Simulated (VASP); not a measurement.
# Hf3Br2 (P-3m1) in VASP: a series of runs

The runs below take Hf3Br2 through single point, with PBE.

Program: VASP 6.6.1. These are calculated values, not measurements. Logs are shortened: lines on timing, memory, paths and dates and some standing lists are left out, and cuts for length are marked.

### Step 1. The cell of the first run

It takes space group P-3m1 (No. 164, trigonal). The conventional cell has a = 4.408 Å, b = 4.408 Å, c = 6.858 Å, α = 90.00°, β = 90.00°, γ = 120.00°. Hf (site symmetry -3m) has 6 Br at 3.05 Å and 6 Hf at 3.52 Å within 4.0 Å. Hf (site symmetry 3m) has 4 Br at 2.65 to 2.74 Å and 3 Hf at 3.23 Å within 3.5 Å. Within 3.5 Å of Br (site symmetry 3m) lie 7 Hf at 2.65 to 3.05 Å.

### Step 2. Single point, PBE

Contents of INCAR:

```
SYSTEM = Hf3Br2
ALGO = Normal
EDIFF = 1E-7
ENCUT = 520
GGA = PE
ISIF = 2
ISMEAR = 0
LASPH = .TRUE.
LCHARG = .TRUE.
LELF = .TRUE.
LREAL = .FALSE.
LVHAR = .TRUE.
LWAVE = .FALSE.
NBANDS = 30
NELM = 60
PREC = Accurate
SIGMA = 0.1
```

Contents of KPOINTS:

```
k-points
0
G
  6 6 4
  0 0 0
```

Contents of POSCAR:

```
Hf3Br2
1.0
    4.4076723631      0.0000000000      0.0000000000
   -2.2038361815      3.8171562380      0.0000000000
    0.0000000000      0.0000000000      6.8576222298
Hf Br
3 2
Direct
    0.0000000000      0.0000000000      0.0000000000
    0.3333333333      0.6666666667      0.6450000000
    0.6666666667      0.3333333333      0.3550000000
    0.3333333333      0.6666666667      0.2450000000
    0.6666666667      0.3333333333      0.7550000000
```

Potentials or basis: VASP PAW PBE potentials, release 64 (Hf_pv, Br).

Started as:

```
cat potpaw_PBE.64/Hf_pv/POTCAR potpaw_PBE.64/Br/POTCAR > POTCAR
mpirun -np 1 vasp_std > vasp.out
```

OUTCAR:

```text
SYSTEM = Hf3Br2
   EDIFF = 1E-7
   ENCUT = 520
   GGA = PE
   ISIF = 2
   ISMEAR = 0
   LASPH = .TRUE.
   LREAL = .FALSE.
   NELM = 60
   PREC = Accurate

 ion  position               nearest neighbor table
   1  0.000  0.000  0.000-   4 3.05   5 3.05   4 3.05   5 3.05   5 3.05   4 3.05   2 3.52   3 3.52
                             2 3.52   3 3.52   2 3.52   3 3.52
   2  0.333  0.667  0.645-   5 2.65   5 2.65   5 2.65   4 2.74   3 3.23   3 3.23   3 3.23   1 3.52
                             1 3.52   1 3.52
   3  0.667  0.333  0.355-   4 2.65   4 2.65   4 2.65   5 2.74   2 3.23   2 3.23   2 3.23   1 3.52
                             1 3.52   1 3.52
   4  0.333  0.667  0.245-   3 2.65   3 2.65   3 2.65   2 2.74   1 3.05   1 3.05   1 3.05
   5  0.667  0.333  0.755-   2 2.65   2 2.65   2 2.65   3 2.74   1 3.05   1 3.05   1 3.05

  LATTYP: Found a hexagonal cell.
 ALAT       =     4.4076723631
 C/A-ratio  =     1.5558375634

  Lattice vectors:

 A1 = (   4.4076723631,   0.0000000000,   0.0000000000)
 A2 = (  -2.2038361815,   3.8171562380,   0.0000000000)
 A3 = (   0.0000000000,   0.0000000000,   6.8576222298)

Analysis of symmetry for initial positions (statically):
=====================================================================
 Subroutine PRICEL returns:
 Original cell was already a primitive cell.

 Routine SETGRP: Setting up the symmetry group for a
 hexagonal supercell.

 Subroutine GETGRP returns: Found 12 space group operations
 (whereof 12 operations were pure point group operations)
 out of a pool of 24 trial point group operations.

The static configuration has the point symmetry D_3d.

Analysis of symmetry for dynamics (positions and initial velocities):
=====================================================================
 Subroutine PRICEL returns:
 Original cell was already a primitive cell.

 Routine SETGRP: Setting up the symmetry group for a
 hexagonal supercell.

 Subroutine GETGRP returns: Found 12 space group operations
 (whereof 12 operations were pure point group operations)
 out of a pool of 24 trial point group operations.

The dynamic configuration has the point symmetry D_3d.

 Subroutine INISYM returns: Found 12 space group operations
 (whereof 12 operations are pure point group operations),
 and found     1 'primitive' translations

----------------------------------------------------------------------------------------

                                     Primitive cell

  volume of cell :     115.3779

  direct lattice vectors                    reciprocal lattice vectors
     4.407672363  0.000000000  0.000000000     0.226877117  0.130987565  0.000000000
    -2.203836181  3.817156238  0.000000000     0.000000000  0.261975130  0.000000000
     0.000000000  0.000000000  6.857622230     0.000000000  0.000000000  0.145823139

  length of vectors
     4.407672363  4.407672363  6.857622230     0.261975130  0.261975130  0.145823139

  position of ions in fractional coordinates (direct lattice)
     0.000000000  0.000000000  0.000000000
     0.333333333  0.666666667  0.645000000
     0.666666667  0.333333333  0.355000000
     0.333333333  0.666666667  0.245000000
     0.666666667  0.333333333  0.755000000

  ion indices of the primitive-cell ions
   primitive index   ion index
                 1           1
                 2           2
                 3           3
                 4           4
                 5           5

----------------------------------------------------------------------------------------

 KPOINTS: k-points

Automatic generation of k-mesh.
 Grid dimensions read from file:
 generate k-points for:    6    6    4

 Generating k-lattice:

  Cartesian coordinates                     Fractional coordinates (reciprocal lattice)
     0.037812853  0.021831261  0.000000000     0.166666667 -0.000000000  0.000000000
     0.000000000  0.043662522  0.000000000     0.000000000  0.166666667  0.000000000
     0.000000000  0.000000000  0.036455785     0.000000000  0.000000000  0.250000000

  Length of vectors
     0.043662522  0.043662522  0.036455785

  Shift w.r.t. Gamma in fractional coordinates (k-lattice)
     0.000000000  0.000000000  0.000000000

 Subroutine IBZKPT returns following result:
 ===========================================

 Found     24 irreducible k-points:

 Following reciprocal coordinates:
            Coordinates               Weight
  0.000000  0.000000  0.000000      1.000000
  0.166667 -0.000000  0.000000      6.000000
  0.333333 -0.000000  0.000000      6.000000
  0.500000 -0.000000  0.000000      3.000000
  0.166667  0.166667  0.000000      6.000000
  0.333333  0.166667  0.000000     12.000000
[... 16 lines left out ...]
  0.333333  0.166667  0.500000     12.000000
  0.333333  0.333333  0.500000      2.000000
   k-points           NKPTS =     24   k-points in BZ     NKDIM =     24   number of bands    NBANDS=     30
   number of dos      NEDOS =    301   number of ions     NIONS =      5
   total plane-waves  NPLWV =  69984
   dimension x,y,z NGX =    36 NGY =   36 NGZ =   54
   dimension x,y,z NGXF=    72 NGYF=   72 NGZF=  108
   ions per type =               3   2
   NGX,Y,Z   is equivalent  to a cutoff of  13.58, 13.58, 13.09 a.u.
   NGXF,Y,Z  is equivalent  to a cutoff of  27.16, 27.16, 26.18 a.u.
 SYSTEM =  Hf3Br2
   PREC   = accura    normal or accurate (medium, high low for compatibility)
   ISTART =      0    job   : 0-new  1-cont  2-samecut
   ICHARG =      2    charge: 1-file 2-atom 10-const
   ISPIN  =      1    spin polarized calculation?
   LNONCOLLINEAR =      F non collinear calculations
   LSORBIT =      F    spin-orbit coupling
   LASPH  =      T    aspherical Exc in radial PAW
   ENCUT  =  520.0 eV  38.22 Ry    6.18 a.u.   8.20  8.20 12.75*2*pi/ulx,y,z
   NELM   =     60;   NELMIN=  2; NELMDL= -5     # of ELM steps
   EDIFF  = 0.1E-06   stopping-criterion for ELM
   LREAL  =      F    real-space projection
   EDIFFG = 0.1E-05   stopping-criterion for IOM
   NSW    =      0    number of steps for IOM
   IBRION =     -1    ionic relax: 0-MD 1-quasi-New 2-CG
   NFREE  =      0    steps in history (QN), initial steepest desc. (CG)
   ISIF   =      2    stress and relaxation
   ISYM   =      2    0-nonsym 1-usesym 2-fastsym
   POTIM  = 0.5000    time-step for ionic-motion
   TEBEG  =    0.0;   TEEND  =   0.0 temperature during run
   PSTRESS=    0.0 pullay stress
   NELECT =      44.0000    total number of electrons
   NUPDOWN=      -1.0000    fix difference up-down
   EMIN   =  10.00;   EMAX   =-10.00  energy-range for DOS
   EFERMI =   0.00;   METHOD = LEGACY
   ISMEAR =     0;   SIGMA  =   0.10  broadening in eV -4-tet -1-fermi 0-gaus
   EFERMI_NEDOS =   21; number of points for ismear=-14 and -15
   IALGO  =     38    algorithm
   IMIX   =      4    mixing-type and parameters
     AMIX     =   0.40;   BMIX     =  1.00
     AMIX_MAG =   1.60;   BMIX_MAG =  1.00
  volume/ion in A,a.u.               =      23.08       155.72
  Fermi-wavevector in a.u.,A,eV,Ry     =   1.187184  2.243453 19.176139  1.409406
  Thomas-Fermi vector in A             =   2.323341
   LORBIT       =      0    0 simple, 1 ext, 2 COOP (PROOUT), +10 PAW based schemes
   GGA     = PE    functional components
   LHFCALC =     F    Hartree Fock is set to
   AEXX    =    0.0000 exact exchange contribution
   IVDW    =     0    specifies the selected vdW correction
   LEPSILON=     F    determine dielectric tensor
   LRPA    =     F    only Hartree local field effects (RPA)
 non-spin polarized calculation
 Gauss-broadening in eV      SIGMA  =   0.10
  energy-cutoff  :      520.00
  volume of cell :      115.38
 maximum number of plane-waves:      3134
 NGX is ok and might be reduce to    36
   NGX = 17   NGY = 17   NGZ = 25

 number of electron      44.0000000 magnetization

 Free energy of the ion-electron system (eV)
  ---------------------------------------------------
  ext. energy  EPLUGINS =         0.00000000
  ---------------------------------------------------
  free energy    TOTEN  =       -30.45046745 eV

  energy without entropy =      -30.43518517  energy(sigma->0) =      -30.44282631

 E-fermi :   5.8470     XC(G=0): -10.6086

 val. band max:        5.7797531639   @ k =   0.3333  -0.0000   0.5000
 cond. band min:       5.8847117063   @ k =   0.1667   0.1667   0.5000
 fundamental gap:      0.1049585424
 Fermi energy:         5.8469597643

 k-point     1 :       0.0000    0.0000    0.0000
  band No.  band energies     occupation
      1     -26.3417      2.00000
      2     -26.3417      2.00000
      3     -26.2869      2.00000
      4     -25.6192      2.00000
      5     -25.6192      2.00000
      6     -25.5063      2.00000
[... 22 lines left out ...]
     29       7.7968      0.00000
     30       7.8393      0.00000

 k-point     2 :       0.1667   -0.0000    0.0000
  band No.  band energies     occupation
      1     -26.3474      2.00000
      2     -26.3432      2.00000
      3     -26.2863      2.00000
      4     -25.6328      2.00000
      5     -25.6252      2.00000
      6     -25.5500      2.00000
[... 22 lines left out ...]
     29       7.7912      0.00000
     30       8.3857      0.00000

 k-point     3 :       0.3333   -0.0000    0.0000
  band No.  band energies     occupation
      1     -26.3583      2.00000
      2     -26.3461      2.00000
      3     -26.2844      2.00000
      4     -25.6618      2.00000
      5     -25.6363      2.00000
      6     -25.5971      2.00000
[... 22 lines left out ...]
     29       7.8518      0.00000
     30       8.0311      0.00000

 k-point     4 :       0.5000   -0.0000    0.0000
  band No.  band energies     occupation
      1     -26.3635      2.00000
      2     -26.3476      2.00000
      3     -26.2831      2.00000
      4     -25.6779      2.00000
      5     -25.6415      2.00000
      6     -25.6155      2.00000
[... 616 lines left out ...]
     29       7.9698      0.00000
     30       8.5114      0.00000

 k-point    23 :       0.3333    0.1667    0.5000
  band No.  band energies     occupation
      1     -26.3619      2.00000
      2     -26.3504      2.00000
      3     -26.2829      2.00000
      4     -25.6640      2.00000
      5     -25.6484      2.00000
      6     -25.6219      2.00000
[... 22 lines left out ...]
     29       7.6198      0.00000
     30       8.4346      0.00000

 k-point    24 :       0.3333    0.3333    0.5000
  band No.  band energies     occupation
      1     -26.3583      2.00000
      2     -26.3583      2.00000
      3     -26.2828      2.00000
      4     -25.6557      2.00000
      5     -25.6463      2.00000
      6     -25.6463      2.00000
[... 22 lines left out ...]
     29       7.6528      0.00000
     30       8.2346      0.00000

------------------------ aborting loop because EDIFF is reached ----------------------------------------

  FORCE on cell =-STRESS in cart. coord.  units (eV):
  Direction    XX          YY          ZZ          XY          YZ          ZX
  --------------------------------------------------------------------------------------
  -------------------------------------------------------------------------------------
  Total        0.1400767      0.1400767     -0.5288552      0.0000000      0.0000000     -0.0000000
  in kB        1.9451523      1.9451523     -7.3438636      0.0000000      0.0000000     -0.0000000
  external PRESSURE =      -1.1511864 kB  Pullay stress =       0.0000000 kB

 VOLUME and BASIS-vectors are now :
 -----------------------------------------------------------------------------
  energy-cutoff  :      520.00
  volume of cell :      115.38
      direct lattice vectors                 reciprocal lattice vectors
     4.407672363  0.000000000  0.000000000     0.226877117  0.130987565  0.000000000
    -2.203836181  3.817156238  0.000000000     0.000000000  0.261975130  0.000000000
     0.000000000  0.000000000  6.857622230     0.000000000  0.000000000  0.145823139

 POSITION                                       TOTAL-FORCE (eV/Angst)
 -----------------------------------------------------------------------------------
      0.00000      0.00000      0.00000         0.000000      0.000000      0.000000
     -0.00000      2.54477      4.42317         0.000000     -0.000000      0.532442
      2.20384      1.27239      2.43446        -0.000000      0.000000     -0.532442
     -0.00000      2.54477      1.68012         0.000000     -0.000000      0.148034
      2.20384      1.27239      5.17750        -0.000000      0.000000     -0.148034
 -----------------------------------------------------------------------------------
    total drift:                               -0.000000      0.000000      0.000000

  FREE ENERGIE OF THE ION-ELECTRON SYSTEM (eV)
  ---------------------------------------------------
  free  energy   TOTEN  =       -30.4504674501 eV

  energy  without entropy=      -30.4351851729  energy(sigma->0) =      -30.44282631
```

Run time: 86 s. Hardware: 1 thread of Intel Xeon 6975P-C (Granite Rapids), shared host; peak memory 0.28 GiB.

Results:

| Quantity | Value |
| --- | --- |
| Free energy | -30.4505 eV |
| Pressure | -0.1 GPa |
| Largest force | 0.532 eV/Å |
| Band gap on the k mesh | zero (band 22 reaches 5.95 eV, above the bottom of band 23 at 5.11 eV) |

Forces on the atoms (eV/Å):
```
Hf   0.000  0.000  0.000
Hf   0.000  0.000  0.532
Hf   0.000  0.000 -0.532
Br   0.000  0.000  0.148
Br   0.000  0.000 -0.148
```

Levels at points of the mesh, in eV from the Fermi level:
| k point | band 19 | band 20 | band 21 | band 22 | band 23 | band 24 | band 25 | band 26 |
| --- | --- | --- | --- | --- | --- | --- | --- | --- |
| (0.00, 0.00, 0.00) | -1.80 | -1.80 | -0.63 | -0.29 | 0.66 | 0.66 | 1.26 | 1.26 |
| (0.50, 0.00, 0.00) | -1.66 | -1.01 | -0.60 | -0.48 | 0.24 | 0.63 | 0.98 | 1.00 |
| (0.00, 0.00, 0.50) | -1.20 | -1.00 | -1.00 | -0.74 | -0.74 | 0.19 | 0.32 | 0.32 |
| (0.50, 0.00, 0.50) | -1.49 | -1.26 | -0.95 | -0.67 | 0.59 | 0.69 | 1.19 | 1.44 |

Caveat: spin-orbit coupling is left out, which moves the levels of the heavy elements.

(Part 1 of 2 ends here.)
